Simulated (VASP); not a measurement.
# C in VASP: further runs, part 3 of 3

VASP 6.6.1.

## 4. Single point, PBEsol

INCAR reads:

```
SYSTEM = C
  ALGO = Normal
  EDIFF = 1E-6
  ENCUT = 600
  GGA = PS
  GGA_COMPAT = .FALSE.
  ISIF = 2
  ISMEAR = 0
  LASPH = .TRUE.
  LCHARG = .TRUE.
  LELF = .TRUE.
  LREAL = .FALSE.
  LVHAR = .TRUE.
  LWAVE = .FALSE.
  NBANDS = 11
  NELM = 120
  PREC = Accurate
  SIGMA = 0.1
```

KPOINTS reads:

```
k-points
0
G
  6 6 2
  0 0 0
```

POSCAR reads:

```
C
1.0
    2.4561701622      0.0000000000      0.0000000000
   -1.2280850811      2.1271057565      0.0000000000
    0.0000000000      0.0000000000      8.5238033600
C
2
Direct
    0.3333333333      0.6666666667      0.0000000000
    0.6666666667      0.3333333333      0.0000000000
```

Potentials or basis: VASP PAW PBE potentials, release 64 (C).

Run with:

```bash
$ cat potpaw_PBE.64/C/POTCAR > POTCAR
$ mpirun -np 1 vasp_std > vasp.out
```

OUTCAR:

```text
SYSTEM = C
   EDIFF = 1E-6
   ENCUT = 600
   GGA = PS
   ISIF = 2
   ISMEAR = 0
   LASPH = .TRUE.
   LREAL = .FALSE.
   NELM = 120
   PREC = Accurate

 ion  position               nearest neighbor table
   1  0.333  0.667  0.000-   2 1.42   2 1.42   2 1.42
   2  0.667  0.333  0.000-   1 1.42   1 1.42   1 1.42

  LATTYP: Found a hexagonal cell.
 ALAT       =     2.4561701622
 C/A-ratio  =     3.4703635323

  Lattice vectors:

 A1 = (   2.4561701622,   0.0000000000,   0.0000000000)
 A2 = (  -1.2280850811,   2.1271057565,   0.0000000000)
 A3 = (   0.0000000000,   0.0000000000,   8.5238033600)

Analysis of symmetry for initial positions (statically):
=====================================================================
 Subroutine PRICEL returns:
 Original cell was already a primitive cell.

 Routine SETGRP: Setting up the symmetry group for a
 hexagonal supercell.

 Subroutine GETGRP returns: Found 24 space group operations
 (whereof 24 operations were pure point group operations)
 out of a pool of 24 trial point group operations.

The static configuration has the point symmetry D_6h.

Analysis of symmetry for dynamics (positions and initial velocities):
=====================================================================
 Subroutine PRICEL returns:
 Original cell was already a primitive cell.

 Routine SETGRP: Setting up the symmetry group for a
 hexagonal supercell.

 Subroutine GETGRP returns: Found 24 space group operations
 (whereof 24 operations were pure point group operations)
 out of a pool of 24 trial point group operations.

The dynamic configuration has the point symmetry D_6h.

 Subroutine INISYM returns: Found 24 space group operations
 (whereof 24 operations are pure point group operations),
 and found     1 'primitive' translations

----------------------------------------------------------------------------------------

                                     Primitive cell

  volume of cell :      44.5329

  direct lattice vectors                    reciprocal lattice vectors
     2.456170162  0.000000000  0.000000000     0.407137916  0.235061185  0.000000000
    -1.228085081  2.127105756  0.000000000     0.000000000  0.470122370  0.000000000
     0.000000000  0.000000000  8.523803360     0.000000000  0.000000000  0.117318521

  length of vectors
     2.456170162  2.456170162  8.523803360     0.470122370  0.470122370  0.117318521

  position of ions in fractional coordinates (direct lattice)
     0.333333333  0.666666667  0.000000000
     0.666666667  0.333333333  0.000000000

  ion indices of the primitive-cell ions
   primitive index   ion index
                 1           1
                 2           2

----------------------------------------------------------------------------------------

 KPOINTS: k-points

Automatic generation of k-mesh.
 Grid dimensions read from file:
 generate k-points for:    6    6    2

 Generating k-lattice:

  Cartesian coordinates                     Fractional coordinates (reciprocal lattice)
     0.067856319  0.039176864  0.000000000     0.166666667 -0.000000000  0.000000000
     0.000000000  0.078353728  0.000000000     0.000000000  0.166666667  0.000000000
     0.000000000  0.000000000  0.058659260     0.000000000  0.000000000  0.500000000

  Length of vectors
[... 25 lines left out ...]
  0.333333  0.333333  0.500000      2.000000
   k-points           NKPTS =     14   k-points in BZ     NKDIM =     14   number of bands    NBANDS=     11
   number of dos      NEDOS =    301   number of ions     NIONS =      2
   total plane-waves  NPLWV =  28000
   dimension x,y,z NGX =    20 NGY =   20 NGZ =   70
   dimension x,y,z NGXF=    40 NGYF=   40 NGZF=  140
   ions per type =               2
   NGX,Y,Z   is equivalent  to a cutoff of  13.54, 13.54, 13.65 a.u.
   NGXF,Y,Z  is equivalent  to a cutoff of  27.07, 27.07, 27.31 a.u.
 SYSTEM =  C
   PREC   = accura    normal or accurate (medium, high low for compatibility)
   ISTART =      0    job   : 0-new  1-cont  2-samecut
   ICHARG =      2    charge: 1-file 2-atom 10-const
   ISPIN  =      1    spin polarized calculation?
   LNONCOLLINEAR =      F non collinear calculations
   LSORBIT =      F    spin-orbit coupling
   LASPH  =      T    aspherical Exc in radial PAW
   ENCUT  =  600.0 eV  44.10 Ry    6.64 a.u.   4.91  4.91 17.02*2*pi/ulx,y,z
   NELM   =    120;   NELMIN=  2; NELMDL= -5     # of ELM steps
   EDIFF  = 0.1E-05   stopping-criterion for ELM
   LREAL  =      F    real-space projection
   EDIFFG = 0.1E-04   stopping-criterion for IOM
   NSW    =      0    number of steps for IOM
   IBRION =     -1    ionic relax: 0-MD 1-quasi-New 2-CG
   NFREE  =      0    steps in history (QN), initial steepest desc. (CG)
   ISIF   =      2    stress and relaxation
   ISYM   =      2    0-nonsym 1-usesym 2-fastsym
   POTIM  = 0.5000    time-step for ionic-motion
   TEBEG  =    0.0;   TEEND  =   0.0 temperature during run
   PSTRESS=    0.0 pullay stress
   NELECT =       8.0000    total number of electrons
   NUPDOWN=      -1.0000    fix difference up-down
   EMIN   =  10.00;   EMAX   =-10.00  energy-range for DOS
   EFERMI =   0.00;   METHOD = LEGACY
   ISMEAR =     0;   SIGMA  =   0.10  broadening in eV -4-tet -1-fermi 0-gaus
   EFERMI_NEDOS =   21; number of points for ismear=-14 and -15
   IALGO  =     38    algorithm
   IMIX   =      4    mixing-type and parameters
     AMIX     =   0.40;   BMIX     =  1.00
     AMIX_MAG =   1.60;   BMIX_MAG =  1.00
  volume/ion in A,a.u.               =      22.27       150.26
  Fermi-wavevector in a.u.,A,eV,Ry     =   0.923729  1.745594 11.609511  0.853275
  Thomas-Fermi vector in A             =   2.049397
   LORBIT       =      0    0 simple, 1 ext, 2 COOP (PROOUT), +10 PAW based schemes
   GGA     = PS    functional components
   LHFCALC =     F    Hartree Fock is set to
   AEXX    =    0.0000 exact exchange contribution
   IVDW    =     0    specifies the selected vdW correction
   LEPSILON=     F    determine dielectric tensor
   LRPA    =     F    only Hartree local field effects (RPA)
 non-spin polarized calculation
 Gauss-broadening in eV      SIGMA  =   0.10
  energy-cutoff  :      600.00
  volume of cell :       44.53
 maximum number of plane-waves:      1512
 NGX is ok and might be reduce to    20
   NGX =  9   NGY =  9   NGZ = 35

 number of electron       7.9999999 magnetization

 Free energy of the ion-electron system (eV)
  ---------------------------------------------------
  ext. energy  EPLUGINS =         0.00000000
  ---------------------------------------------------
  free energy    TOTEN  =       -19.23590448 eV

  energy without entropy =      -19.22963571  energy(sigma->0) =      -19.23277009

 E-fermi :  -0.7444     XC(G=0):  -4.9826

 val. band max:       -0.7444823225   @ k =   0.3333   0.3333   0.5000
 cond. band min:      -0.7443456774   @ k =   0.3333   0.3333   0.0000
 fundamental gap:      0.0001366451
 Fermi energy:        -0.7444140000

 k-point     1 :       0.0000    0.0000    0.0000
  band No.  band energies     occupation
      1     -20.3247      2.00000
      2      -8.4745      2.00000
      3      -3.7456      2.00000
      4      -3.7456      2.00000
      5       2.3531      0.00000
      6       4.7252      0.00000
      7       6.2709      0.00000
      8       7.6165      0.00000
      9       7.6165      0.00000
     10      10.8471      0.00000
     11      12.1285      0.00000
[... 169 lines left out ...]
 k-point    14 :       0.3333    0.3333    0.5000
  band No.  band energies     occupation
      1     -13.3149      2.00000
      2     -13.3149      2.00000
      3     -11.4366      2.00000
      4      -0.7445      1.00077
      5      -0.7445      1.00077
      6       9.7563      0.00000
      7      12.3505      0.00000
      8      12.3505      0.00000
      9      12.9519      0.00000
     10      14.0264      0.00000
     11      14.0264      0.00000

------------------------ aborting loop because EDIFF is reached ----------------------------------------

  FORCE on cell =-STRESS in cart. coord.  units (eV):
  Direction    XX          YY          ZZ          XY          YZ          ZX
  --------------------------------------------------------------------------------------
  -------------------------------------------------------------------------------------
  Total        0.2730621      0.2730621     -0.0342998      0.0000000      0.0000000      0.0000000
  in kB        9.8240601      9.8240601     -1.2340186      0.0000000      0.0000000      0.0000000
  external PRESSURE =       6.1380339 kB  Pullay stress =       0.0000000 kB

 VOLUME and BASIS-vectors are now :
 -----------------------------------------------------------------------------
  energy-cutoff  :      600.00
  volume of cell :       44.53
      direct lattice vectors                 reciprocal lattice vectors
     2.456170162  0.000000000  0.000000000     0.407137916  0.235061185  0.000000000
    -1.228085081  2.127105756  0.000000000     0.000000000  0.470122370  0.000000000
     0.000000000  0.000000000  8.523803360     0.000000000  0.000000000  0.117318521

 POSITION                                       TOTAL-FORCE (eV/Angst)
 -----------------------------------------------------------------------------------
     -0.00000      1.41807      0.00000         0.000000      0.000000     -0.000000
      1.22809      0.70904      0.00000         0.000000      0.000000      0.000000
 -----------------------------------------------------------------------------------
    total drift:                                0.000000     -0.000000     -0.000000

  FREE ENERGIE OF THE ION-ELECTRON SYSTEM (eV)
  ---------------------------------------------------
  free  energy   TOTEN  =       -19.2359044768 eV

  energy  without entropy=      -19.2296357066  energy(sigma->0) =      -19.23277009
```

OSZICAR:

```text
N       E                     dE             d eps       ncg     rms          rms(c)
DAV:   1     0.272905932673E+02    0.27291E+02   -0.42848E+03   308   0.679E+02
DAV:   2    -0.186433132843E+02   -0.45934E+02   -0.44830E+02   427   0.132E+02
DAV:   3    -0.205195148117E+02   -0.18762E+01   -0.18639E+01   420   0.267E+01
DAV:   4    -0.205379207245E+02   -0.18406E-01   -0.18403E-01   400   0.309E+00
DAV:   5    -0.205381687597E+02   -0.24804E-03   -0.24802E-03   416   0.332E-01    0.643E+00
DAV:   6    -0.196001444509E+02    0.93802E+00   -0.75077E-01   349   0.498E+00    0.373E+00
DAV:   7    -0.192399309000E+02    0.36021E+00   -0.99762E-01   365   0.574E+00    0.921E-01
DAV:   8    -0.192347523240E+02    0.51786E-02   -0.30752E-02   351   0.979E-01    0.184E-01
DAV:   9    -0.192343318829E+02    0.42044E-03   -0.54619E-04   382   0.149E-01    0.116E-01
DAV:  10    -0.192343026955E+02    0.29187E-04   -0.45745E-03   328   0.275E-01    0.841E-02
DAV:  11    -0.192353519510E+02   -0.10493E-02   -0.15592E-04   359   0.727E-02    0.485E-02
DAV:  12    -0.192358378790E+02   -0.48593E-03   -0.77920E-05   331   0.570E-02    0.198E-02
DAV:  13    -0.192358892404E+02   -0.51361E-04   -0.20380E-06   357   0.107E-02    0.651E-03
DAV:  14    -0.192359041361E+02   -0.14896E-04   -0.11062E-06   331   0.600E-03    0.123E-03
DAV:  15    -0.192359044768E+02   -0.34071E-06   -0.38746E-08   374   0.126E-03
   1 F= -.19235904E+02 E0= -.19232770E+02  d E =-.626877E-02
```

It took 20 s on 1 thread of Intel Xeon 8259CL, shared host; peak memory 0.16 GiB.

What came out:

```yaml
Free_energy: -19.2359 eV
Band_gap_on_the_k_mesh: zero (filled and empty bands touch)
```

Levels at points of the mesh, in eV from the Fermi level:
```
           k point  band 1  band 2  band 3  band 4  band 5  band 6  band 7  band 8  band 9
(0.00, 0.00, 0.00)  -19.58   -7.73   -3.00   -3.00    3.10    5.47    7.02    8.36    8.36
(0.50, 0.00, 0.00)  -14.25  -13.32   -6.44   -2.39    1.66    7.46   11.05   11.18   12.75
(0.00, 0.00, 0.50)  -19.58   -7.73   -3.00   -3.00    3.82    3.90    8.36    8.36    9.08
(0.50, 0.00, 0.50)  -14.25  -13.32   -6.44   -2.39    1.66    7.46   11.56   11.73   11.85
```

Caveat: the k points lie up to 0.49 Å⁻¹ apart; the PAW data sets were made with another functional, which shifts forces and pressure a little.

## 5. Overview

| level | gap on the mesh (eV) |
| --- | --- |
| PBE | none |
| RPBE | none |
| PBEsol | none |

Alike in all rows: task single point; potentials or basis VASP PAW PBE potentials, release 64 (C); no spin polarisation; cell as given; k mesh 6 × 6 × 2; cutoff (eV) 600; smearing gaussian 0.1 eV.

Caveats: all runs use coarse meshes; the PAW data sets were made with another functional, which shifts forces and pressure a little (some runs).

Absolute energies hang on the potentials; compare differences alone.
